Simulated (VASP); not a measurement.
# Eu (Fm-3m) in VASP: single point with r2SCAN

Aim: the single point of Eu with r2SCAN.

All numbers are computed with VASP 6.6.1; they aren't measurements. Logs are shortened: lines on timing, memory, paths and dates and some standing lists are left out, and cuts for length are marked.

### 1 The cell of the first run

The structure is cubic, space group Fm-3m (No. 225). The conventional cell has a = 5.541 Å, b = 5.541 Å, c = 5.541 Å, α = 90.00°, β = 90.00°, γ = 90.00°. Eu (site symmetry m-3m) has 12 Eu at 3.92 Å within 5.1 Å.

This isn't the form of Eu at room conditions, which is bcc.

### 2 Single point, r2SCAN, collinear spin, ferromagnetic start

File POSCAR:

```
Eu
1.0
    0.0000000000      2.7707015101      2.7707015101
    2.7707015101      0.0000000000      2.7707015101
    2.7707015101      2.7707015101      0.0000000000
Eu
1
Direct
    0.0000000000      0.0000000000      0.0000000000
```

File INCAR.step1:

```
  PREC = Accurate
  ENCUT = 520
  ISMEAR = 0
  SIGMA = 0.05
  LREAL = F
  LASPH = T
  NELM = 150
  ISPIN = 2
  MAGMOM = 8.08
  LMAXMIX = 6
  NBANDS = 18
  GGA = PE
  ALGO = Normal
  EDIFF = 1E-4
  LWAVE = T
  LCHARG = F
```

File INCAR.step2:

```
  PREC = Accurate
  ENCUT = 520
  EDIFF = 1E-7
  ISMEAR = 0
  SIGMA = 0.05
  LREAL = F
  LASPH = T
  NELM = 150
  ALGO = Normal
  ISIF = 2
  LWAVE = F
  LCHARG = F
  ISPIN = 2
  MAGMOM = 8.08
  LORBIT = 11
  LMAXMIX = 6
  METAGGA = R2SCAN
  LMIXTAU = T
  NBANDS = 18
  ISTART = 1
```

File KPOINTS:

```
Automatic mesh
0
Gamma
  14 14 14
```

Potentials or basis: VASP PAW PBE potentials, release 64 (Eu).

Launch:

```bash
$ cat potpaw_PBE.64/Eu/POTCAR > POTCAR
$ cp INCAR.step1 INCAR
$ mpirun -np 1 vasp_std > vasp.out
$ cp INCAR.step2 INCAR
$ mpirun -np 1 vasp_std > vasp.out
```

OUTCAR:

```text
PREC = Accurate
   ENCUT = 520
   EDIFF = 1E-7
   ISMEAR = 0
   LREAL = F
   LASPH = T
   NELM = 150
   ISIF = 2
   ISPIN = 2
   LORBIT = 11
   METAGGA = R2SCAN
   ISTART = 1

 ion  position               nearest neighbor table
   1  0.000  0.000  0.000-

  LATTYP: Found a face centered cubic cell.
 ALAT       =     5.5414030202

  Lattice vectors:

 A1 = (   0.0000000000,   2.7707015101,   2.7707015101)
 A2 = (   2.7707015101,   0.0000000000,   2.7707015101)
 A3 = (   2.7707015101,   2.7707015101,   0.0000000000)

Analysis of symmetry for initial positions (statically):
=====================================================================
 Subroutine PRICEL returns:
 Original cell was already a primitive cell.

 Routine SETGRP: Setting up the symmetry group for a
 face centered cubic supercell.

 Subroutine GETGRP returns: Found 48 space group operations
 (whereof 48 operations were pure point group operations)
 out of a pool of 48 trial point group operations.

The static configuration has the point symmetry O_h .

Analysis of symmetry for dynamics (positions and initial velocities):
=====================================================================
 Subroutine PRICEL returns:
 Original cell was already a primitive cell.

 Routine SETGRP: Setting up the symmetry group for a
 face centered cubic supercell.

 Subroutine GETGRP returns: Found 48 space group operations
 (whereof 48 operations were pure point group operations)
 out of a pool of 48 trial point group operations.

The dynamic configuration has the point symmetry O_h .

Analysis of structural, dynamic, and magnetic symmetry:
=====================================================================
 Subroutine PRICEL returns:
 Original cell was already a primitive cell.

 Routine SETGRP: Setting up the symmetry group for a
 face centered cubic supercell.

 Subroutine GETGRP returns: Found 48 space group operations
 (whereof 48 operations were pure point group operations)
 out of a pool of 48 trial point group operations.

The overall configuration has the point symmetry O_h .

 Subroutine INISYM returns: Found 48 space group operations
 (whereof 48 operations are pure point group operations),
 and found     1 'primitive' translations

----------------------------------------------------------------------------------------

                                     Primitive cell

  volume of cell :      42.5402

  direct lattice vectors                    reciprocal lattice vectors
     0.000000000  2.770701510  2.770701510    -0.180459713  0.180459713  0.180459713
     2.770701510  0.000000000  2.770701510     0.180459713 -0.180459713  0.180459713
     2.770701510  2.770701510  0.000000000     0.180459713  0.180459713 -0.180459713

  length of vectors
     3.918363653  3.918363653  3.918363653     0.312565392  0.312565392  0.312565392

  position of ions in fractional coordinates (direct lattice)
     0.000000000  0.000000000  0.000000000

  ion indices of the primitive-cell ions
   primitive index   ion index
                 1           1

----------------------------------------------------------------------------------------

 KPOINTS: Automatic mesh

Automatic generation of k-mesh.
 Grid dimensions read from file:
 generate k-points for:   14   14   14

 Generating k-lattice:

  Cartesian coordinates                     Fractional coordinates (reciprocal lattice)
    -0.012889980  0.012889980  0.012889980     0.071428571  0.000000000  0.000000000
     0.012889980 -0.012889980  0.012889980     0.000000000  0.071428571  0.000000000
     0.012889980  0.012889980 -0.012889980     0.000000000  0.000000000  0.071428571

  Length of vectors
     0.022326099  0.022326099  0.022326099

  Shift w.r.t. Gamma in fractional coordinates (k-lattice)
     0.000000000  0.000000000  0.000000000

 Subroutine IBZKPT returns following result:
 ===========================================

 Found    104 irreducible k-points:

 Following reciprocal coordinates:
            Coordinates               Weight
  0.000000  0.000000  0.000000      1.000000
  0.071429  0.000000  0.000000      8.000000
  0.142857  0.000000  0.000000      8.000000
  0.214286  0.000000  0.000000      8.000000
  0.285714  0.000000  0.000000      8.000000
  0.357143  0.000000  0.000000      8.000000
[... 16 lines left out ...]
  0.214286  0.142857  0.000000     24.000000
  0.285714  0.142857  0.000000     24.000000
 [... further k-points ...]
   k-points           NKPTS =    104   k-points in BZ     NKDIM =    104   number of bands    NBANDS=     18
   number of dos      NEDOS =    301   number of ions     NIONS =      1
   total plane-waves  NPLWV =  27000
   dimension x,y,z NGX =    30 NGY =   30 NGZ =   30
   dimension x,y,z NGXF=    60 NGYF=   60 NGZF=   60
   ions per type =               1
   NGX,Y,Z   is equivalent  to a cutoff of  12.73, 12.73, 12.73 a.u.
   NGXF,Y,Z  is equivalent  to a cutoff of  25.46, 25.46, 25.46 a.u.
 SYSTEM =  unknown system
   PREC   = accura    normal or accurate (medium, high low for compatibility)
   ISTART =      1    job   : 0-new  1-cont  2-samecut
   ICHARG =      0    charge: 1-file 2-atom 10-const
   ISPIN  =      2    spin polarized calculation?
   LNONCOLLINEAR =      F non collinear calculations
   LSORBIT =      F    spin-orbit coupling
   LASPH  =      T    aspherical Exc in radial PAW
   ENCUT  =  520.0 eV  38.22 Ry    6.18 a.u.   7.29  7.29  7.29*2*pi/ulx,y,z
   NELM   =    150;   NELMIN=  2; NELMDL=  0     # of ELM steps
   EDIFF  = 0.1E-06   stopping-criterion for ELM
   LREAL  =      F    real-space projection
   EDIFFG = 0.1E-05   stopping-criterion for IOM
   NSW    =      0    number of steps for IOM
   IBRION =     -1    ionic relax: 0-MD 1-quasi-New 2-CG
   NFREE  =      0    steps in history (QN), initial steepest desc. (CG)
   ISIF   =      2    stress and relaxation
   ISYM   =      2    0-nonsym 1-usesym 2-fastsym
   POTIM  = 0.5000    time-step for ionic-motion
   TEBEG  =    0.0;   TEEND  =   0.0 temperature during run
   PSTRESS=    0.0 pullay stress
   NELECT =      17.0000    total number of electrons
   NUPDOWN=      -1.0000    fix difference up-down
   EMIN   =  10.00;   EMAX   =-10.00  energy-range for DOS
   EFERMI =   0.00;   METHOD = LEGACY
   ISMEAR =     0;   SIGMA  =   0.05  broadening in eV -4-tet -1-fermi 0-gaus
   EFERMI_NEDOS =   21; number of points for ismear=-14 and -15
   IALGO  =     38    algorithm
   IMIX   =      4    mixing-type and parameters
     AMIX     =   0.40;   BMIX     =  1.00
     AMIX_MAG =   1.60;   BMIX_MAG =  1.00
  volume/ion in A,a.u.               =      42.54       287.08
  Fermi-wavevector in a.u.,A,eV,Ry     =   1.205845  2.278716 19.783709  1.454062
  Thomas-Fermi vector in A             =   2.341529
   LORBIT       =     11    0 simple, 1 ext, 2 COOP (PROOUT), +10 PAW based schemes
   METAGGA = R2SCAN    functional components
   LHFCALC =     F    Hartree Fock is set to
   AEXX    =    0.0000 exact exchange contribution
   IVDW    =     0    specifies the selected vdW correction
   LEPSILON=     F    determine dielectric tensor
   LRPA    =     F    only Hartree local field effects (RPA)
 spin polarized calculation
 Gauss-broadening in eV      SIGMA  =   0.05
  energy-cutoff  :      520.00
  volume of cell :       42.54
 maximum number of plane-waves:      1164
 NGX is ok and might be reduce to    30
   NGX = 15   NGY = 15   NGZ = 15

 number of electron      17.0000000 magnetization       7.7403091

 Free energy of the ion-electron system (eV)
  ---------------------------------------------------
  ext. energy  EPLUGINS =         0.00000000
  ---------------------------------------------------
  free energy    TOTEN  =       -39.68331219 eV

  energy without entropy =      -39.68106626  energy(sigma->0) =      -39.68218922

 E-fermi :   1.9931     XC(G=0):  -9.2487

 val. band max:        1.9911889316   @ k =  -0.4286   0.2857   0.1429
 cond. band min:       1.9976021446   @ k =   0.5000   0.3571   0.1429
 fundamental gap:      0.0064132130
 Fermi energy:         1.9931105376

 spin component 1

 k-point     1 :       0.0000    0.0000    0.0000
  band No.  band energies     occupation
      1     -41.0803      1.00000
      2     -19.0349      1.00000
      3     -19.0349      1.00000
      4     -19.0349      1.00000
      5      -2.8236      1.00000
      6       1.3817      1.00000
[... 10 lines left out ...]
     17       5.9706      0.00000
     18      10.2583      0.00000

 k-point     2 :       0.0714    0.0000    0.0000
  band No.  band energies     occupation
      1     -41.0787      1.00000
      2     -19.0583      1.00000
      3     -19.0379      1.00000
      4     -19.0379      1.00000
      5      -2.7074      1.00000
      6       1.3802      1.00000
[... 10 lines left out ...]
     17       5.9042      0.00000
     18      10.5328      0.00000
[... 442 lines left out ...]
 k-point    24 :       0.2857    0.1429    0.0000
  band No.  band energies     occupation
      1     -41.0606      1.00000
      2     -19.2613      1.00000
      3     -19.0946      1.00000
      4     -19.0904      1.00000
      5      -1.2997      1.00000
      6       1.3662      1.00000
[... 10 lines left out ...]
     17       6.5470      0.00000
     18      11.2691      0.00000

 [... further k-points ...]

 spin component 2

 k-point     1 :       0.0000    0.0000    0.0000
  band No.  band energies     occupation
      1     -37.3164      1.00000
      2     -16.2946      1.00000
      3     -16.2946      1.00000
      4     -16.2946      1.00000
      5      -1.1714      1.00000
      6       5.4381      0.00000
[... 10 lines left out ...]
     17       8.1221      0.00000
     18      12.8346      0.00000

 k-point     2 :       0.0714    0.0000    0.0000
  band No.  band energies     occupation
      1     -37.3143      1.00000
      2     -16.3235      1.00000
      3     -16.2981      1.00000
      4     -16.2981      1.00000
      5      -1.0515      1.00000
      6       5.2544      0.00000
[... 10 lines left out ...]
     17       8.1356      0.00000
     18      13.0356      0.00000
[... 442 lines left out ...]
 k-point    24 :       0.2857    0.1429    0.0000
  band No.  band energies     occupation
      1     -37.2908      1.00000
      2     -16.5707      1.00000
      3     -16.3675      1.00000
      4     -16.3615      1.00000
      5       0.3673      1.00000
      6       4.0542      0.00000
[... 10 lines left out ...]
     17       8.4962      0.00000
     18      12.8542      0.00000

 [... further k-points ...]

------------------------ aborting loop because EDIFF is reached ----------------------------------------

  FORCE on cell =-STRESS in cart. coord.  units (eV):
  Direction    XX          YY          ZZ          XY          YZ          ZX
  --------------------------------------------------------------------------------------
  -------------------------------------------------------------------------------------
  Total       -0.1003318     -0.1003318     -0.1003318     -0.0000000     -0.0000000      0.0000000
  in kB       -3.7787651     -3.7787651     -3.7787651     -0.0000000     -0.0000000      0.0000000
  external PRESSURE =      -3.7787651 kB  Pullay stress =       0.0000000 kB

 VOLUME and BASIS-vectors are now :
 -----------------------------------------------------------------------------
  energy-cutoff  :      520.00
  volume of cell :       42.54
      direct lattice vectors                 reciprocal lattice vectors
     0.000000000  2.770701510  2.770701510    -0.180459713  0.180459713  0.180459713
     2.770701510  0.000000000  2.770701510     0.180459713 -0.180459713  0.180459713
     2.770701510  2.770701510  0.000000000     0.180459713  0.180459713 -0.180459713

 POSITION                                       TOTAL-FORCE (eV/Angst)
 -----------------------------------------------------------------------------------
      0.00000      0.00000      0.00000        -0.000000      0.000000      0.000000
 -----------------------------------------------------------------------------------
    total drift:                               -0.000000     -0.000000      0.000000

  FREE ENERGIE OF THE ION-ELECTRON SYSTEM (eV)
  ---------------------------------------------------
  free  energy   TOTEN  =       -39.6833121871 eV

  energy  without entropy=      -39.6810662627  energy(sigma->0) =      -39.68218922

 total charge

# of ion       s       p       d       f       tot
--------------------------------------------------
    1        2.083   5.755   0.305   6.652  14.795

 magnetization (x)

# of ion       s       p       d       f       tot
--------------------------------------------------
    1       -0.005  -0.154   0.216   6.651   6.708
```

Run time: 15 min. Hardware: 1 thread of Intel Xeon Platinum 8488C (Sapphire Rapids), shared host; peak memory 0.3 GiB.

Results:

- Free energy: -39.6833 eV
- Pressure: -0.4 GPa
- Net moment: 7.74 μB per cell
- Site moments: Eu +6.71 μB
- Valence electrons inside the program's atomic spheres: Eu 14.79

Caveat: the PAW data sets were made with another functional, which shifts forces and pressure a little; spin-orbit coupling is left out, which moves the levels of the heavy elements; semilocal functionals describe open f shells poorly, which spoils levels, moments and volumes. The state reached can hang on the start; a lower one may exist.
